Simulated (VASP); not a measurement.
# Si in VASP: further runs, part 2 of 2

VASP 6.6.1. Earlier steps stand in the parts before.

### Step 4. Single point, PBE

INCAR reads:

```
SYSTEM = Si
PREC = Accurate ; ENCUT = 520
EDIFF = 1E-7 ; ISMEAR = 0
SIGMA = 0.1 ; LREAL = .FALSE.
LASPH = .TRUE. ; NELM = 100
ALGO = Normal ; ISIF = 2
LWAVE = .FALSE. ; LCHARG = .FALSE.
GGA = PE ; NBANDS = 21
```

KPOINTS reads:

```
regular mesh
0
G
  8 10 6
  0 0 0
```

POSCAR reads:

```
Si
1.0
    5.0119638094      0.0000000000     -0.0109492248
    0.0000000000      3.6119685354      0.0000000000
   -1.6066962486      0.0000000000      6.7226442271
Si
6
Direct
    0.9679559411      0.5000000000      0.1648171267
    0.5624242714      0.5000000000      0.6743457786
    0.4375757286      0.5000000000      0.3256542214
    0.0320440589      0.5000000000      0.8351828733
    0.6378320772      0.0000000000      0.1689493488
    0.3621679228      0.0000000000      0.8310506512
```

Potentials or basis: VASP PAW PBE potentials, release 64 (Si).

Command:

```bash
$ cat potpaw_PBE.64/Si/POTCAR > POTCAR
$ mpirun -np 1 vasp_std > vasp.out
```

OUTCAR:

```text
SYSTEM = Si
   PREC = Accurate
   ENCUT = 520
   EDIFF = 1E-7
   ISMEAR = 0
   LREAL = .FALSE.
   LASPH = .TRUE.
   NELM = 100
   ISIF = 2
   GGA = PE

 ion  position               nearest neighbor table
   1  0.968  0.500  0.165-   3 2.36   4 2.37   5 2.45   5 2.45   3 3.11
   2  0.562  0.500  0.674-   3 2.34   4 2.36   6 2.44   6 2.44   4 3.11
   3  0.438  0.500  0.326-   2 2.34   1 2.36   5 2.44   5 2.44   1 3.11
   4  0.032  0.500  0.835-   2 2.36   1 2.37   6 2.45   6 2.45   2 3.11
   5  0.638  0.000  0.169-   6 2.42   3 2.44   3 2.44   1 2.45   1 2.45
   6  0.362  0.000  0.831-   5 2.42   2 2.44   2 2.44   4 2.45   4 2.45

  LATTYP: Found a simple monoclinic cell.
 ALAT       =     5.0119757693
 B/A-ratio  =     0.7206675973
 C/A-ratio  =     1.3790921491
 COS(beta)  =    -0.2345752770

  Lattice vectors:

 A1 = (   5.0119638094,   0.0000000000,  -0.0109492248)
 A2 = (   0.0000000000,   3.6119685354,   0.0000000000)
 A3 = (  -1.6066962486,   0.0000000000,   6.7226442271)

Analysis of symmetry for initial positions (statically):
=====================================================================
 Subroutine PRICEL returns:
 Original cell was already a primitive cell.

 Routine SETGRP: Setting up the symmetry group for a
 simple monoclinic supercell.

 Subroutine GETGRP returns: Found  4 space group operations
 (whereof  4 operations were pure point group operations)
 out of a pool of  4 trial point group operations.

The static configuration has the point symmetry C_2h.

Analysis of symmetry for dynamics (positions and initial velocities):
=====================================================================
 Subroutine PRICEL returns:
 Original cell was already a primitive cell.

 Routine SETGRP: Setting up the symmetry group for a
 simple monoclinic supercell.

 Subroutine GETGRP returns: Found  4 space group operations
 (whereof  4 operations were pure point group operations)
 out of a pool of  4 trial point group operations.

The dynamic configuration has the point symmetry C_2h.

 Subroutine INISYM returns: Found  4 space group operations
 (whereof  4 operations are pure point group operations),
 and found     1 'primitive' translations

----------------------------------------------------------------------------------------

                                     Primitive cell

  volume of cell :     121.6369

  direct lattice vectors                    reciprocal lattice vectors
     5.011963809  0.000000000 -0.010949225     0.199626819  0.000000000  0.047710343
     0.000000000  3.611968535  0.000000000     0.000000000  0.276857340  0.000000000
    -1.606696249  0.000000000  6.722644227     0.000325134  0.000000000  0.148828699

  length of vectors
     5.011975769  3.611968535  6.911976435     0.205248980  0.276857340  0.148829054

  position of ions in fractional coordinates (direct lattice)
     0.967955941  0.500000000  0.164817127
     0.562424271  0.500000000  0.674345779
     0.437575729  0.500000000  0.325654221
     0.032044059  0.500000000  0.835182873
     0.637832077  0.000000000  0.168949349
[... 34 lines left out ...]

 Found    156 irreducible k-points:

 Following reciprocal coordinates:
            Coordinates               Weight
  0.000000  0.000000  0.000000      1.000000
  0.125000  0.000000 -0.000000      2.000000
  0.250000  0.000000 -0.000000      2.000000
  0.375000  0.000000  0.000000      2.000000
  0.500000  0.000000 -0.000000      1.000000
  0.000000  0.100000  0.000000      2.000000
[... 16 lines left out ...]
  0.250000  0.400000 -0.000000      4.000000
  0.375000  0.400000  0.000000      4.000000
 [... further k-points ...]
   k-points           NKPTS =    156   k-points in BZ     NKDIM =    156   number of bands    NBANDS=     21
   number of dos      NEDOS =    301   number of ions     NIONS =      6
   total plane-waves  NPLWV =  60480
   dimension x,y,z NGX =    40 NGY =   28 NGZ =   54
   dimension x,y,z NGXF=    80 NGYF=   56 NGZF=  108
   ions per type =               6
   NGX,Y,Z   is equivalent  to a cutoff of  13.27, 12.89, 12.99 a.u.
   NGXF,Y,Z  is equivalent  to a cutoff of  26.54, 25.77, 25.98 a.u.
 SYSTEM =  Si
   PREC   = accura    normal or accurate (medium, high low for compatibility)
   ISTART =      0    job   : 0-new  1-cont  2-samecut
   ICHARG =      2    charge: 1-file 2-atom 10-const
   ISPIN  =      1    spin polarized calculation?
   LNONCOLLINEAR =      F non collinear calculations
   LSORBIT =      F    spin-orbit coupling
   LASPH  =      T    aspherical Exc in radial PAW
   ENCUT  =  520.0 eV  38.22 Ry    6.18 a.u.   9.32  6.72 12.85*2*pi/ulx,y,z
   NELM   =    100;   NELMIN=  2; NELMDL= -5     # of ELM steps
   EDIFF  = 0.1E-06   stopping-criterion for ELM
   LREAL  =      F    real-space projection
   EDIFFG = 0.1E-05   stopping-criterion for IOM
   NSW    =      0    number of steps for IOM
   IBRION =     -1    ionic relax: 0-MD 1-quasi-New 2-CG
   NFREE  =      0    steps in history (QN), initial steepest desc. (CG)
   ISIF   =      2    stress and relaxation
   ISYM   =      2    0-nonsym 1-usesym 2-fastsym
   POTIM  = 0.5000    time-step for ionic-motion
   TEBEG  =    0.0;   TEEND  =   0.0 temperature during run
   PSTRESS=    0.0 pullay stress
   NELECT =      24.0000    total number of electrons
   NUPDOWN=      -1.0000    fix difference up-down
   EMIN   =  10.00;   EMAX   =-10.00  energy-range for DOS
   EFERMI =   0.00;   METHOD = LEGACY
   ISMEAR =     0;   SIGMA  =   0.10  broadening in eV -4-tet -1-fermi 0-gaus
   EFERMI_NEDOS =   21; number of points for ismear=-14 and -15
   IALGO  =     38    algorithm
   IMIX   =      4    mixing-type and parameters
     AMIX     =   0.40;   BMIX     =  1.00
     AMIX_MAG =   1.60;   BMIX_MAG =  1.00
  volume/ion in A,a.u.               =      20.27       136.81
  Fermi-wavevector in a.u.,A,eV,Ry     =   0.953067  1.801036 12.358676  0.908337
  Thomas-Fermi vector in A             =   2.081688
   LORBIT       =      0    0 simple, 1 ext, 2 COOP (PROOUT), +10 PAW based schemes
   GGA     = PE    functional components
   LHFCALC =     F    Hartree Fock is set to
   AEXX    =    0.0000 exact exchange contribution
   IVDW    =     0    specifies the selected vdW correction
   LEPSILON=     F    determine dielectric tensor
   LRPA    =     F    only Hartree local field effects (RPA)
 non-spin polarized calculation
 Gauss-broadening in eV      SIGMA  =   0.10
  energy-cutoff  :      520.00
  volume of cell :      121.64
 maximum number of plane-waves:      3300
 NGX is ok and might be reduce to    40
   NGX = 19   NGY = 13   NGZ = 25

 number of electron      23.9999999 magnetization

 Free energy of the ion-electron system (eV)
  ---------------------------------------------------
  ext. energy  EPLUGINS =         0.00000000
  ---------------------------------------------------
  free energy    TOTEN  =       -30.81178275 eV

  energy without entropy =      -30.80214681  energy(sigma->0) =      -30.80696478

 E-fermi :   6.0106     XC(G=0):  -9.3706

 val. band max:        6.0034163975   @ k =   0.5000   0.2000  -0.0000
 cond. band min:       6.0159476939   @ k =  -0.1250   0.5000   0.3333
 fundamental gap:      0.0125312964
 Fermi energy:         6.0106166113

 k-point     1 :       0.0000    0.0000    0.0000
  band No.  band energies     occupation
      1      -6.4699      2.00000
      2      -4.3034      2.00000
      3      -2.3889      2.00000
      4      -0.9760      2.00000
      5      -0.3335      2.00000
      6       0.8426      2.00000
[... 565 lines left out ...]
     20      10.7911      0.00000
     21      10.9355      0.00000

 [... further k-points ...]

------------------------ aborting loop because EDIFF is reached ----------------------------------------

  FORCE on cell =-STRESS in cart. coord.  units (eV):
  Direction    XX          YY          ZZ          XY          YZ          ZX
  --------------------------------------------------------------------------------------
  -------------------------------------------------------------------------------------
  Total       -0.0388560     -0.0342143     -0.0346919      0.0000000      0.0000000     -0.0071782
  in kB       -0.5118036     -0.4506647     -0.4569544      0.0000000      0.0000000     -0.0945493
  external PRESSURE =      -0.4731409 kB  Pullay stress =       0.0000000 kB

 VOLUME and BASIS-vectors are now :
 -----------------------------------------------------------------------------
  energy-cutoff  :      520.00
  volume of cell :      121.64
      direct lattice vectors                 reciprocal lattice vectors
     5.011963809  0.000000000 -0.010949225     0.199626819  0.000000000  0.047710343
     0.000000000  3.611968535  0.000000000     0.000000000  0.276857340  0.000000000
    -1.606696249  0.000000000  6.722644227     0.000325134  0.000000000  0.148828699

 POSITION                                       TOTAL-FORCE (eV/Angst)
 -----------------------------------------------------------------------------------
      4.58655      1.80598      1.09741         0.004883      0.000000      0.005094
      1.73538      1.80598      4.52723        -0.001377     -0.000000     -0.004189
      1.66989      1.80598      2.18447         0.001377     -0.000000      0.004189
     -1.18128      1.80598      5.61429        -0.004883     -0.000000     -0.005094
      2.92534      0.00000      1.12880        -0.008855     -0.000000     -0.003635
      0.47993      0.00000      5.58289         0.008855     -0.000000      0.003635
 -----------------------------------------------------------------------------------
    total drift:                                0.000000      0.000000     -0.000000

  FREE ENERGIE OF THE ION-ELECTRON SYSTEM (eV)
  ---------------------------------------------------
  free  energy   TOTEN  =       -30.8117827521 eV

  energy  without entropy=      -30.8021468092  energy(sigma->0) =      -30.80696478
```

stdout:

```text
POSCAR found type information on POSCAR Si
 POSCAR found :  1 types and       6 ions
 scaLAPACK will be used
 LDA part: xc-table for (Slater+PW92), standard interpolation
 POSCAR, INCAR and KPOINTS ok, starting setup
 FFT: planning ... GRIDC
 FFT: planning ... GRID_SOFT
 FFT: planning ... GRID
 WAVECAR not read
 entering main loop
```

Run time: 5.5 min. Hardware: 1 thread of Intel Xeon 6975P-C, shared host; peak memory 0.41 GiB.

What came out:

* Free energy: -30.8118 eV
* Pressure: 0.0 GPa
* Largest force: 0.010 eV/Å
* Band gap on the k mesh: zero (bands 12 and 13 overlap by 2.39 eV)

Forces in eV/Å, atoms in the order of the input:
```
Si   0.005  0.000  0.005
Si  -0.001  0.000 -0.004
Si   0.001  0.000  0.004
Si  -0.005  0.000 -0.005
Si  -0.009  0.000 -0.004
Si   0.009  0.000  0.004
```

### Step 5. The runs side by side

```tsv
cell	k mesh	smearing	gap on the mesh (eV)	pressure (GPa)	largest force (eV/Å)
a = 5.008, b = 3.627, c = 6.878 Å, angles 90.0, 103.4, 90.0°, 6 atoms, atomic positions A	4 × 6 × 4	gaussian 0.1 eV	none	0.0	0.06
a = 3.627, b = 5.008, c = 6.878 Å, angles 103.4, 90.0, 90.0°, 6 atoms, atomic positions B	6 × 6 × 4	gaussian 0.2 eV	none	-0.1	0.02
a = 5.012, b = 3.612, c = 6.912 Å, angles 90.0, 103.6, 90.0°, 6 atoms, atomic positions C	8 × 10 × 6	gaussian 0.1 eV	none	0.0	0.01
```

Alike in all rows: task single point; level PBE; potentials or basis VASP PAW PBE potentials, release 64 (Si); no spin polarisation; cutoff (eV) 520.

Absolute energies hang on the potentials; compare differences alone.

The gap in the log of VASP goes by the Fermi energy; the results here count the filled bands.